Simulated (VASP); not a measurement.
# Al16ClO24 (a cell with a defect) in VASP: notebook, part 2 of 2

VASP 6.6.1. The steps go on from the part before.

## 3. Single point, PBE

Contents of INCAR:

```
PREC = Accurate
ENCUT = 520
EDIFF = 1E-6
ISMEAR = -1
SIGMA = 0.01
LREAL = Auto
LASPH = True
NELM = 100
ALGO = Normal
ISIF = 2
LWAVE = False
LCHARG = False
GGA = PE
NBANDS = 126
NELECT = 200.0
```

Contents of KPOINTS:

```
Automatic mesh
0
Gamma
  1 1 1
  0.25 0.25 0.25
```

Contents of POSCAR:

```
Al16ClO24
1.0
    2.4039417600      1.3879164200      4.3742070900
   -4.8078835200      2.7758328500      8.7484141900
    0.0000000000     -5.5516656900      8.7484141900
Al O Cl
16 24 1
Direct
    0.6449356852      0.3344530333      0.3255590547
    0.8465732412      0.4301047764      0.4278253560
    0.1362371289      0.0488373662      0.0606414213
    0.3301164602      0.1559434223      0.1770161517
    0.6568539645      0.3146228245      0.8217758264
    0.8451175313      0.4474259135      0.9267246854
    0.1345170278      0.0717357825      0.5683837629
    0.3486218137      0.1806751060      0.6657202161
    0.6290721185      0.8187548491      0.3368722799
    0.8483357614      0.9239266516      0.4376603749
    0.1293904970      0.5896874545      0.0769073881
    0.3484833972      0.6844657326      0.1821879883
    0.6546521370      0.8327809257      0.8259672351
    0.8427490183      0.9558174327      0.9321957792
    0.1427437056      0.5733416188      0.5813734842
    0.3515817641      0.6739147345      0.6849632757
    0.4499752618      0.0125616150      0.3871042532
    0.9508274641      0.1111862032      0.3311900396
    0.0232293822      0.3916150379      0.2232575989
    0.8092049749      0.1126117312     -0.0084145342
    0.2518222831      0.2919270312      0.4625208949
    0.5398309408      0.5123294070      0.1185141279
    0.4634425178      0.0382128414      0.8624116199
    0.9590150265      0.1381764659      0.7376813312
    0.0418688534      0.3725893228      0.7354512636
    0.7295611751      0.2366747585      0.5309237333
    0.2411822061      0.2874367192      0.9729760434
    0.5486922581      0.4731737195      0.6318331068
    0.4261280536      0.5368910030      0.3826199936
    0.9289449234      0.6296018703      0.2831332870
    0.0277984068      0.8691095459      0.2372706235
    0.7425250033      0.7358400276      0.0272976119
    0.2432055060      0.7709154623      0.4832609685
    0.4821771888      0.9535312627      0.1500649420
    0.4429255695      0.5292276432      0.8846104954
    0.9423984001      0.6319465363      0.7810315410
    0.0613327720      0.8736739594      0.7204357016
    0.7467830415      0.7149953324      0.5401460286
    0.2362499013      0.7977049504      0.9712924582
    0.5557871043      0.9715752791      0.6304898971
    0.6594493668      0.2457213985      0.1512871735
```

Potentials or basis: VASP PAW PBE potentials, release 64 (Al, O, Cl).

On the command line:

```sh
$ cat potpaw_PBE.64/Al/POTCAR potpaw_PBE.64/O/POTCAR potpaw_PBE.64/Cl/POTCAR > POTCAR
$ mpirun -np 1 vasp_std > vasp.out
```

Run time: 3 min. Hardware: 1 thread of Oxide Virtual Turin-like, shared host; peak memory 0.5 GiB.

The run converged. Its results:

* Free energy: -282.7139 eV
* Largest force: 0.041 eV/Å

Forces on the atoms (eV/Å):
```
Al  -0.003  0.006 -0.008
Al   0.003 -0.009  0.012
Al  -0.011 -0.005  0.017
Al  -0.003  0.015  0.029
Al   0.000  0.000 -0.006
Al   0.014 -0.026 -0.006
Al  -0.011 -0.003 -0.006
Al   0.006 -0.006  0.016
Al  -0.004  0.002 -0.008
Al   0.006  0.006  0.001
Al   0.001  0.004 -0.003
Al  -0.006 -0.002  0.022
Al   0.002 -0.003 -0.014
Al   0.004  0.009 -0.012
Al   0.001 -0.002 -0.002
Al  -0.005 -0.002  0.002
O    0.001  0.013  0.003
O   -0.014  0.000 -0.016
O    0.014  0.014  0.001
O   -0.012 -0.013  0.007
O   -0.005  0.001 -0.009
O    0.031 -0.012 -0.023
O    0.002  0.003  0.002
O   -0.006 -0.007  0.015
O   -0.005  0.003  0.005
O    0.003  0.001 -0.001
O   -0.006 -0.003 -0.005
O    0.000  0.004 -0.002
O   -0.001  0.002 -0.001
O    0.002  0.003  0.004
O   -0.010 -0.008  0.001
O    0.002 -0.001  0.000
O   -0.001 -0.001 -0.005
O    0.007  0.002 -0.003
O    0.006  0.001 -0.007
O   -0.006  0.004  0.005
O   -0.001  0.003  0.003
O   -0.001 -0.002  0.000
O    0.006 -0.001  0.001
O    0.003  0.000 -0.003
Cl  -0.001  0.007 -0.005
```

Levels at points of the mesh, in eV from the Fermi level:
| k point | band 98 | band 99 | band 100 | band 101 | band 102 | band 103 |
| --- | --- | --- | --- | --- | --- | --- |
| (0.25, 0.25, 0.25) | -1.28 | -0.83 | -0.33 | 4.87 | 5.79 | 6.05 |

Caveat: the k points lie up to 1.22 Å⁻¹ apart, too coarse for converged energies, forces and pressures; the cell carries a net charge on a neutralising background, which shifts energy and pressure; the cell is charged against a uniform background, so pressure and absolute levels hang on convention.

## 4. Single point, PBE

Contents of INCAR:

```
PREC     = Accurate       # precision mode
ENCUT    = 520            # plane-wave cutoff, eV
EDIFF    = 1E-6           # SCF threshold, eV
ISMEAR   = -1             # smearing method
SIGMA    = 0.01           # smearing width, eV
LREAL    = Auto         
LASPH    = True           # aspherical terms in the spheres
NELM     = 80             # most SCF steps
ALGO     = Normal         # electronic algorithm
ISIF     = 2              # what is computed and relaxed
LWAVE    = False          # write WAVECAR
LCHARG   = True           # write CHGCAR
GGA      = PE             # functional
LELF     = True           # ELF
LVHAR    = True         
NELECT   = 200.0        
NBANDS   = 126            # bands
```

KPOINTS is that of step 3.

Contents of POSCAR:

```
Al16ClO24
1.0
    2.4039417600      1.3879164200      4.3742070900
   -4.8078835200      2.7758328500      8.7484141900
    0.0000000000     -5.5516656900      8.7484141900
Al O Cl
16 24 1
Direct
    0.6313349251      0.3261369342      0.3391682478
    0.8504714972      0.4313706726      0.4339571894
    0.1587930107      0.0709154347      0.0641308104
    0.3469674133      0.1759274014      0.1969448254
    0.6383013587      0.3098341059      0.7983514990
    0.8319201725      0.4261988950      0.9055735417
    0.1565966945      0.0751845031      0.5822896978
    0.3447951188      0.1813782262      0.7053211890
    0.6447036390      0.8305392558      0.3228484956
    0.8535571534      0.9340963996      0.4234182299
    0.1468136161      0.5747147100      0.0839657908
    0.3484500172      0.6770121477      0.1796718526
    0.6365555434      0.8175382030      0.8212238534
    0.8505460717      0.9149438006      0.9301914425
    0.1310602326      0.5860585338      0.5682738038
    0.3503256766      0.6868759423      0.6734136694
    0.4443188966      0.0302153223      0.3814641037
    0.9447926716      0.1337872590      0.2788143987
    0.0417380735      0.3677260255      0.2618280747
    0.7431528082      0.2221620106      0.0369540609
    0.2444896664      0.2764804749      0.4853541185
    0.5251997905      0.4724500290      0.1410786901
    0.4608826384     -0.0131746077      0.8877056631
    0.9654265568      0.1115982144      0.7877240101
   -0.0157676288      0.3992011310      0.7031155477
    0.7382591911      0.2204577325      0.5472166444
    0.3113533583      0.2407036974      0.8621496567
    0.5298759449      0.4864264914      0.6186102244
    0.4308726959      0.5323132011      0.3791331966
    0.9280947380      0.6318008091      0.2863915904
    0.0505937033      0.8810209937      0.2226938574
    0.7537482149      0.7117241497      0.0414426610
    0.2487379132      0.7893224619      0.4645183621
    0.5437444381      0.9846509263      0.1220927662
    0.4527642501      0.5803792618      0.8606702968
    0.9520113060      0.6362792946      0.7620622940
    0.0576849858      0.8796954687      0.7211096169
    0.7451974998      0.7324327585      0.5204190812
    0.2315182399      0.7800898981      0.9861703564
    0.5633006457      0.9696160330      0.6231849043
    1.1613757354      0.4004775951     -0.0047570737
```

On the command line:

```sh
$ cat potpaw_PBE.64/Al/POTCAR potpaw_PBE.64/O/POTCAR potpaw_PBE.64/Cl/POTCAR > POTCAR
$ mpirun -np 1 vasp_std > vasp.out
```

Wall time 3.1 min (1 thread of Oxide Virtual Turin-like, shared host); peak memory 0.5 GiB.

The run converged. Its results:

```yaml
Free_energy: -282.7140 eV
Largest_force: 0.040 eV/Å
```

Forces in eV/Å, atoms in the order of the input:
```
Al   0.007 -0.010 -0.008
Al  -0.005 -0.011  0.025
Al  -0.001  0.009 -0.003
Al  -0.008  0.022 -0.006
Al  -0.012 -0.009  0.015
Al   0.013 -0.001  0.028
Al   0.004 -0.001 -0.012
Al   0.011 -0.007 -0.011
Al  -0.006  0.003 -0.003
Al  -0.012 -0.005  0.009
Al  -0.002  0.000 -0.001
Al  -0.005  0.021  0.002
Al  -0.012 -0.011 -0.004
Al   0.000  0.009  0.012
Al   0.001 -0.014 -0.007
Al   0.005 -0.002  0.002
O    0.003 -0.006  0.002
O    0.005  0.011 -0.009
O    0.006  0.033 -0.022
O   -0.008 -0.008 -0.007
O   -0.002  0.006  0.001
O    0.019  0.004  0.002
O   -0.010  0.000  0.019
O    0.005  0.000  0.002
O    0.002  0.008 -0.005
O   -0.002  0.010  0.001
O   -0.018 -0.007  0.006
O   -0.014 -0.004  0.000
O    0.003  0.003  0.002
O    0.001 -0.002  0.000
O    0.005 -0.004 -0.002
O    0.000 -0.011 -0.010
O    0.002  0.002 -0.002
O    0.003 -0.009  0.007
O   -0.003 -0.015 -0.012
O    0.008 -0.009  0.000
O    0.003  0.006 -0.003
O    0.002  0.001 -0.003
O    0.003  0.001  0.001
O    0.004  0.000 -0.002
Cl   0.008 -0.002 -0.006
```

Levels at points of the mesh, in eV from the Fermi level:
```
           k point  band 96  band 97  band 98  band 99  band 100  band 101  band 102  band 103  band 104  band 105
(0.25, 0.25, 0.25)    -1.71    -1.53    -1.26    -0.82     -0.32      4.88      5.80      6.06      6.58      7.04
```

Caveat: the k points lie up to 1.22 Å⁻¹ apart, too coarse for converged energies, forces and pressures; the cell carries a net charge on a neutralising background, which shifts energy and pressure; the cell is charged against a uniform background, so pressure and absolute levels hang on convention.

## 5. Single point, PBE

Contents of INCAR:

```
SYSTEM = Al16ClO24
PREC = Accurate
ENCUT = 520
EDIFF = 1E-7
ISMEAR = -1
SIGMA = 0.01
LREAL = Auto
LASPH = .True.
NELM = 60
ALGO = Normal
ISIF = 2
LWAVE = .False.
LCHARG = .True.
GGA = PE
LELF = .True.
LVHAR = .True.
NBANDS = 126
NELECT = 200.0
```

KPOINTS is that of step 4.

Contents of POSCAR:

```
Al16ClO24
1.0
    2.4039417600      1.3879164200      4.3742070900
   -4.8078835200      2.7758328500      8.7484141900
    0.0000000000     -5.5516656900      8.7484141900
Al O Cl
16 24 1
Direct
    0.6362728689      0.3196058960      0.3350191116
    0.8466789539      0.4234904790      0.4318827069
    0.1328299493      0.0669430656      0.0697662017
    0.3334424256      0.1620663579      0.1921267233
    0.6424801012      0.3047438107      0.8218773999
    0.8556080088      0.4404819322      0.9117956492
    0.1379636114      0.0765044505      0.5715139754
    0.3342219393      0.1754083837      0.6854547236
    0.6513374432      0.8181488306      0.3233291471
    0.8489060051      0.9237585681      0.4256371140
    0.1695434907      0.6112894926      0.0582599290
    0.3680719647      0.6795300995      0.1803095057
    0.6506010811      0.8258295134      0.8167160756
    0.8318081046      0.9342369091      0.9273169380
    0.1475197485      0.5769164066      0.5749916823
    0.3646555134      0.6867482548      0.6732013325
    0.4382985472      0.0181635393      0.3810007334
    0.9227538482      0.1264368214      0.2754217896
    0.0255862948      0.3308605452      0.2850436783
    0.7497407510      0.1864128148      0.0280037241
    0.2435912148      0.2761834991      0.4798270690
    0.5580241447      0.4766483079      0.1247949612
    0.4499286867      0.0163916947      0.8732768303
    0.9533596185      0.1192555928      0.7734071719
    0.0173251012      0.3842764756      0.7211469999
    0.7129947987      0.2163348939      0.5560503578
    0.2493496380      0.2505680519      0.9372512282
    0.5537278112      0.4708407347      0.6265316203
    0.4365993774      0.5284997994      0.3794321681
    0.9463268196      0.6208402404      0.2779904900
    0.0494049973      0.8709644730      0.2281885965
    0.7533277358      0.7294274057      0.0291452147
    0.2537072185      0.7782443900      0.4679267273
    0.5306966059      0.9647739413      0.1334923199
    0.4936221763      0.6178146686      0.8379396087
    0.9863597463      0.6319950082      0.7674459578
    0.0463111551      0.8832552415      0.7168439436
    0.7638162074      0.7209431476      0.5182199161
    0.2245382436      0.8032575757      0.9842248049
    0.5551691539      0.9685669991      0.6217603276
    1.2236550446      0.4286454638      0.0042187498
```

On the command line:

```sh
$ cat potpaw_PBE.64/Al/POTCAR potpaw_PBE.64/O/POTCAR potpaw_PBE.64/Cl/POTCAR > POTCAR
$ mpirun -np 1 vasp_std > vasp.out
```

It took 2.9 min on 1 thread of Oxide Virtual Turin-like, shared host; peak memory 0.5 GiB.

The run converged. Its results:

| Quantity | Value |
| --- | --- |
| Free energy | -281.7980 eV |
| Largest force | 0.903 eV/Å |

Forces in eV/Å, atoms in the order of the input:
```
Al   0.063 -0.030  0.064
Al   0.022 -0.023  0.117
Al   0.029  0.033  0.075
Al   0.020  0.080  0.204
Al  -0.043 -0.051  0.005
Al   0.076 -0.033 -0.121
Al   0.022 -0.028  0.051
Al  -0.012 -0.054  0.031
Al  -0.026  0.048  0.028
Al   0.009  0.035  0.035
Al   0.094 -0.108 -0.048
Al  -0.015 -0.023 -0.050
Al   0.010 -0.039 -0.146
Al   0.113  0.040 -0.274
Al  -0.017  0.011 -0.018
Al   0.040  0.000 -0.010
O    0.022 -0.004  0.072
O    0.072  0.057  0.121
O    0.108 -0.029  0.188
O   -0.407  0.028  0.497
O    0.030 -0.067  0.088
O    0.086 -0.086 -0.177
O    0.048 -0.068 -0.122
O    0.020 -0.149  0.074
O   -0.040  0.028 -0.065
O    0.027 -0.035  0.063
O    0.153  0.208 -0.192
O   -0.024  0.012  0.009
O    0.044  0.032  0.005
O    0.014 -0.002  0.071
O   -0.003  0.062  0.045
O    0.007 -0.074 -0.026
O    0.001  0.064  0.016
O    0.030  0.184  0.137
O    0.082 -0.041 -0.017
O   -0.041  0.070 -0.103
O    0.021 -0.063  0.046
O    0.002  0.026  0.000
O    0.029 -0.031 -0.055
O    0.004  0.012 -0.014
Cl  -0.671  0.007 -0.604
```

Levels at points of the mesh, in eV from the Fermi level:
| k point | band 97 | band 98 | band 99 | band 100 | band 101 | band 102 | band 103 | band 104 |
| --- | --- | --- | --- | --- | --- | --- | --- | --- |
| (0.25, 0.25, 0.25) | -1.78 | -1.44 | -0.81 | -0.25 | 4.43 | 5.66 | 5.94 | 6.48 |

Caveat: the k points lie up to 1.22 Å⁻¹ apart, too coarse for converged energies, forces and pressures; the cell carries a net charge on a neutralising background, which shifts energy and pressure; the cell is charged against a uniform background, so pressure and absolute levels hang on convention.
